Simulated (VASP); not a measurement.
# ZnS (P6_3mc) in VASP: further runs

ZnS is run at these levels: PBEsol; tasks: single point.

Everything below comes from runs of VASP 6.6.1. Logs are shortened: lines on timing, memory, paths and dates and some standing lists are left out, and cuts for length are marked.

## 1. The cell of the first run

The structure is hexagonal, space group P6_3mc (No. 186). Conventional cell: a = 3.805 Å, b = 3.805 Å, c = 6.244 Å, α = 90.00°, β = 90.00°, γ = 120.00°. Zn (site symmetry 3m) has 4 S at 2.33 to 2.34 Å within 3.1 Å. Within 3.1 Å of S (site symmetry 3m) lie 4 Zn at 2.33 to 2.34 Å.

## 2. Single point, PBEsol

INCAR reads:

```
ALGO = Normal ; EDIFF = 1E-6
ENCUT = 520 ; GGA = PS
ISIF = 2 ; ISMEAR = 0
LASPH = True ; LCHARG = False
LREAL = False ; LWAVE = False
NBANDS = 26 ; NELM = 80
PREC = Accurate ; SIGMA = 0.01
```

KPOINTS reads:

```
k-points
0
Gamma
  3 3 3
```

POSCAR reads:

```
ZnS
1.0
    3.8054508206      0.0000000000      0.0000000000
   -1.9027254103      3.2956170835      0.0000000000
    0.0000000000      0.0000000000      6.2439930788
Zn S
2 2
Direct
    0.3333333333      0.6666666667      0.0003381272
    0.6666666667      0.3333333333      0.5003381272
    0.3333333333      0.6666666667      0.3746618728
    0.6666666667      0.3333333333      0.8746618728
```

Potentials or basis: VASP PAW PBE potentials, release 64 (Zn, S).

On the command line:

```bash
$ cat potpaw_PBE.64/Zn/POTCAR potpaw_PBE.64/S/POTCAR > POTCAR
$ mpirun -np 1 vasp_std > vasp.out
```

OUTCAR:

```text
EDIFF = 1E-6
   ENCUT = 520
   GGA = PS
   ISIF = 2
   ISMEAR = 0
   LASPH = True
   LREAL = False
   NELM = 80
   PREC = Accurate

 ion  position               nearest neighbor table
   1  0.333  0.667  0.000-   4 2.33   4 2.33   4 2.33   3 2.34
   2  0.667  0.333  0.500-   3 2.33   3 2.33   3 2.33   4 2.34
   3  0.333  0.667  0.375-   2 2.33   2 2.33   2 2.33   1 2.34
   4  0.667  0.333  0.875-   1 2.33   1 2.33   1 2.33   2 2.34

  LATTYP: Found a hexagonal cell.
 ALAT       =     3.8054508206
 C/A-ratio  =     1.6408024629

  Lattice vectors:

 A1 = (   3.8054508206,   0.0000000000,   0.0000000000)
 A2 = (  -1.9027254103,   3.2956170835,   0.0000000000)
 A3 = (   0.0000000000,   0.0000000000,   6.2439930788)

Analysis of symmetry for initial positions (statically):
=====================================================================
 Subroutine PRICEL returns:
 Original cell was already a primitive cell.

 Routine SETGRP: Setting up the symmetry group for a
 hexagonal supercell.

 Subroutine GETGRP returns: Found 12 space group operations
 (whereof  6 operations were pure point group operations)
 out of a pool of 24 trial point group operations.

The static configuration has the point symmetry C_3v.
 The point group associated with its full space group is C_6v.

Analysis of symmetry for dynamics (positions and initial velocities):
=====================================================================
 Subroutine PRICEL returns:
 Original cell was already a primitive cell.

 Routine SETGRP: Setting up the symmetry group for a
 hexagonal supercell.

 Subroutine GETGRP returns: Found 12 space group operations
 (whereof  6 operations were pure point group operations)
 out of a pool of 24 trial point group operations.

The dynamic configuration has the point symmetry C_3v.
 The point group associated with its full space group is C_6v.

 Subroutine INISYM returns: Found 12 space group operations
 (whereof  6 operations are pure point group operations),
 and found     1 'primitive' translations

----------------------------------------------------------------------------------------

                                     Primitive cell

  volume of cell :      78.3078

[... 69 lines left out ...]
   LSORBIT =      F    spin-orbit coupling
   LASPH  =      T    aspherical Exc in radial PAW
   ENCUT  =  520.0 eV  38.22 Ry    6.18 a.u.   7.08  7.08 11.61*2*pi/ulx,y,z
   NELM   =     80;   NELMIN=  2; NELMDL= -5     # of ELM steps
   EDIFF  = 0.1E-05   stopping-criterion for ELM
   LREAL  =      F    real-space projection
   EDIFFG = 0.1E-04   stopping-criterion for IOM
   NSW    =      0    number of steps for IOM
   IBRION =     -1    ionic relax: 0-MD 1-quasi-New 2-CG
   NFREE  =      0    steps in history (QN), initial steepest desc. (CG)
   ISIF   =      2    stress and relaxation
   ISYM   =      2    0-nonsym 1-usesym 2-fastsym
   POTIM  = 0.5000    time-step for ionic-motion
   TEBEG  =    0.0;   TEEND  =   0.0 temperature during run
   PSTRESS=    0.0 pullay stress
   NELECT =      36.0000    total number of electrons
   NUPDOWN=      -1.0000    fix difference up-down
   EMIN   =  10.00;   EMAX   =-10.00  energy-range for DOS
   EFERMI =   0.00;   METHOD = LEGACY
   ISMEAR =     0;   SIGMA  =   0.01  broadening in eV -4-tet -1-fermi 0-gaus
   EFERMI_NEDOS =   21; number of points for ismear=-14 and -15
   IALGO  =     38    algorithm
   IMIX   =      4    mixing-type and parameters
     AMIX     =   0.40;   BMIX     =  1.00
     AMIX_MAG =   1.60;   BMIX_MAG =  1.00
  volume/ion in A,a.u.               =      19.58       132.11
  Fermi-wavevector in a.u.,A,eV,Ry     =   1.263496  2.387661 21.720645  1.596422
  Thomas-Fermi vector in A             =   2.396850
   LORBIT       =      0    0 simple, 1 ext, 2 COOP (PROOUT), +10 PAW based schemes
   GGA     = PS    functional components
   LHFCALC =     F    Hartree Fock is set to
   AEXX    =    0.0000 exact exchange contribution
   IVDW    =     0    specifies the selected vdW correction
   LEPSILON=     F    determine dielectric tensor
   LRPA    =     F    only Hartree local field effects (RPA)
 non-spin polarized calculation
 Gauss-broadening in eV      SIGMA  =   0.01
  energy-cutoff  :      520.00
  volume of cell :       78.31
 maximum number of plane-waves:      2121
   NGX = 15   NGY = 15   NGZ = 23

 number of electron      35.9999978 magnetization

 Free energy of the ion-electron system (eV)
  ---------------------------------------------------
  ext. energy  EPLUGINS =         0.00000000
  ---------------------------------------------------
  free energy    TOTEN  =       -14.92067925 eV

  energy without entropy =      -14.92067925  energy(sigma->0) =      -14.92067925

 E-fermi :   2.2026     XC(G=0):  -9.8585

 val. band max:        2.1569162951   @ k =   0.0000   0.0000   0.0000
 cond. band min:       4.2175582947   @ k =   0.0000   0.0000   0.0000
 fundamental gap:      2.0606419996
 Fermi energy:         2.2025818655

 k-point     1 :       0.0000    0.0000    0.0000
  band No.  band energies     occupation
      1     -11.0798      2.00000
      2     -10.1111      2.00000
      3      -4.3009      2.00000
      4      -4.2825      2.00000
      5      -4.2825      2.00000
      6      -4.2002      2.00000
[... 163 lines left out ...]
     25      11.9206      0.00000
     26      12.0133      0.00000

------------------------ aborting loop because EDIFF is reached ----------------------------------------

  FORCE on cell =-STRESS in cart. coord.  units (eV):
  Direction    XX          YY          ZZ          XY          YZ          ZX
  --------------------------------------------------------------------------------------
  -------------------------------------------------------------------------------------
  Total        0.0732079      0.0732079     -0.7860261      0.0000000      0.0000000     -0.0000000
  in kB        1.4978326      1.4978326    -16.0820831      0.0000000      0.0000000     -0.0000000
  external PRESSURE =      -4.3621393 kB  Pullay stress =       0.0000000 kB

 VOLUME and BASIS-vectors are now :
 -----------------------------------------------------------------------------
  energy-cutoff  :      520.00
  volume of cell :       78.31
      direct lattice vectors                 reciprocal lattice vectors
     3.805450821  0.000000000  0.000000000     0.262780955  0.151716655  0.000000000
    -1.902725410  3.295617083  0.000000000     0.000000000  0.303433310  0.000000000
     0.000000000  0.000000000  6.243993079     0.000000000  0.000000000  0.160153925

 POSITION                                       TOTAL-FORCE (eV/Angst)
 -----------------------------------------------------------------------------------
     -0.00000      2.19708      0.00211        -0.000000      0.000000      0.047970
      1.90273      1.09854      3.12411         0.000000      0.000000      0.047970
     -0.00000      2.19708      2.33939         0.000000      0.000000     -0.047970
      1.90273      1.09854      5.46138        -0.000000      0.000000     -0.047970
 -----------------------------------------------------------------------------------
    total drift:                               -0.000001     -0.000001     -0.000331

  FREE ENERGIE OF THE ION-ELECTRON SYSTEM (eV)
  ---------------------------------------------------
  free  energy   TOTEN  =       -14.9206792481 eV

  energy  without entropy=      -14.9206792481  energy(sigma->0) =      -14.92067925
```

Run time: 18 s. Hardware: 1 thread of Intel Xeon 8259CL, shared host; peak memory 0.18 GiB.

What came out:

* Free energy: -14.9207 eV
* Pressure: -0.4 GPa
* Largest force: 0.048 eV/Å
* Band gap on the k mesh: 2.06 eV

Forces on the atoms (eV/Å):
```
Zn   0.000  0.000  0.048
Zn   0.000  0.000  0.048
S    0.000  0.000 -0.048
S    0.000  0.000 -0.048
```

Caveat: the k points lie up to 0.64 Å⁻¹ apart; the PAW data sets were made with another functional, which shifts forces and pressure a little.

## 3. Single point, PBEsol

INCAR reads:

```
PREC = Accurate ; ENCUT = 520
EDIFF = 1E-7 ; ISMEAR = 0
SIGMA = 0.01 ; LREAL = False
LASPH = True ; NELM = 100
ALGO = Normal ; ISIF = 2
LWAVE = False ; LCHARG = False
GGA = PS ; NBANDS = 26
```

KPOINTS reads:

```
Automatic mesh
0
Gamma
  6 6 4
```

POSCAR is that of step 2.

Potentials or basis: VASP PAW PBE potentials, release 64 (Zn, S).

On the command line:

```bash
$ cat potpaw_PBE.64/Zn/POTCAR potpaw_PBE.64/S/POTCAR > POTCAR
$ mpirun -np 1 vasp_std > vasp.out
```

Wall time 51 s (1 thread of Intel Xeon 8259CL, shared host); peak memory 0.2 GiB.

The run converged. Its results:

| Quantity | Value |
| --- | --- |
| Free energy | -15.1597 eV |
| Pressure | -1.2 GPa |
| Band gap on the k mesh | 2.08 eV |

Levels at points of the mesh, in eV from the valence-band top:
```
           k point  band 16  band 17  band 18  band 19  band 20  band 21
(0.00, 0.00, 0.00)    -0.08     0.00     0.00     2.08     2.99     6.22
(0.50, 0.00, 0.00)    -2.28    -1.74    -0.90     3.53     4.16     4.98
(0.00, 0.00, 0.50)    -0.48    -0.48    -0.48     3.45     3.45     6.68
(0.50, 0.00, 0.50)    -1.67    -1.65    -1.65     3.41     3.41     5.11
```

Caveat: the PAW data sets were made with another functional, which shifts forces and pressure a little.
